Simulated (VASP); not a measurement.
Wanted: the native input for a VASP 6.6.1 run.

```yaml
Task: single point
Functional: r2SCAN
Potentials_or_basis: VASP PAW PBE potentials, release 64 (Mg)
Cutoff: 520 eV
k_mesh: 18 × 18 × 16
Occupations: gaussian, width 0.15 eV
Spin: no spin polarisation
Dipole_correction: no
Further_INCAR_settings: ALGO = Normal; EDIFF = 1e-07; NBANDS = 7
```

The system is Mg.

```
CELL_PARAMETERS angstrom
3.20281 0.00000 0.00000
-1.60141 2.77372 0.00000
0.00000 0.00000 2.89260
ATOMIC_POSITIONS crystal
Mg 0.00000 0.00000 0.00000
```

This cell differs from its parent crystal: strain +0.050 along x and y, -0.050 along z.

One way to write it, as run:

POSCAR

```
Mg
1.0
    3.2028147905      0.0000000000      0.0000000000
   -1.6014073953      2.7737189722      0.0000000000
    0.0000000000      0.0000000000      2.8925956915
Mg
1
Direct
    0.0000000000      0.0000000000      0.0000000000
```

INCAR.step1

```
PREC = Accurate
ENCUT = 520
ISMEAR = 0
SIGMA = 0.15
LREAL = False
LASPH = True
NELM = 80
NBANDS = 7
GGA = PE
ALGO = Normal
EDIFF = 1E-4
LWAVE = True
LCHARG = False
```

INCAR.step2

```
PREC = Accurate
ENCUT = 520
EDIFF = 1E-7
ISMEAR = 0
SIGMA = 0.15
LREAL = False
LASPH = True
NELM = 80
ALGO = Normal
ISIF = 2
LWAVE = False
LCHARG = True
METAGGA = R2SCAN
LMIXTAU = True
LELF = True
LVHAR = True
NBANDS = 7
ISTART = 1
```

KPOINTS

```
Automatic mesh
0
Gamma
  18 18 16
```

Potentials or basis: VASP PAW PBE potentials, release 64 (Mg).

The run is started by

```sh
$ cat potpaw_PBE.64/Mg/POTCAR > POTCAR
$ cp INCAR.step1 INCAR
$ mpirun -np 1 vasp_std > vasp.out
$ cp INCAR.step2 INCAR
$ mpirun -np 1 vasp_std > vasp.out
```

Results of the run:

```json
{"Pressure": "-1.2 GPa", "Band gap on the k mesh": "zero (band 1 reaches 5.50 eV, above the bottom of band 2 at -0.06 eV)"}
```

Caveat: the cell differs from its parent crystal (strain +0.050 along x and y, -0.050 along z); the PAW data sets were made with another functional, which shifts forces and pressure a little.

Run time: 76 s on 1 thread of Intel Xeon 6975P-C, with other jobs on the host, peak memory 0.19 GiB.
